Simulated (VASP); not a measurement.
Runs of VASP 6.6.1 on HfMoC2. The structure is that of space group P4/mmm (No. 123), or close to it. The cells are those of the table. 

| task | cell | k mesh | cutoff (eV) | gap on the mesh (eV) | pressure (GPa) | relaxed volume (Å³/atom) |
| --- | --- | --- | --- | --- | --- | --- |
| single point | a = 3.191, b = 3.191, c = 4.485 Å, 4 atoms | 6 × 6 × 4 | 520 | none | -8.1 | - |
| relaxation of cell and atoms | relaxed from a = 3.191, b = 3.191, c = 4.485 Å, 4 atoms | 6 × 6 × 4 | 600 | none | 0.0 | 11.09 |
| single point | a = 3.153, b = 3.153, c = 4.465 Å, 4 atoms | 6 × 6 × 4 | 520 | none | 0.0 | - |
| relaxation of cell and atoms | relaxed from a = 3.153, b = 3.153, c = 4.465 Å, 4 atoms | 14 × 14 × 10 | 600 | none | 0.0 | 11.06 |
| single point | a = 3.158, b = 3.158, c = 4.438 Å, 4 atoms | 14 × 14 × 10 | 520 | none | (a) | - |

Alike in all rows: level PBEsol; potentials or basis VASP PAW PBE potentials, release 64 (Hf_pv, Mo_sv, C); no spin polarisation; smearing gaussian 0.1 eV.

Question: Fill in the values left out.

Answer: (a) 0.2.

Caveats: the PAW data sets were made with another functional, which shifts forces and pressure a little; spin-orbit coupling is left out, which moves the levels of the heavy elements.

A k mesh can miss the band edges, and the runs leave out spin-orbit coupling on Hf, Mo.

A gap of «none» marks levels without a gap at the run's occupations.
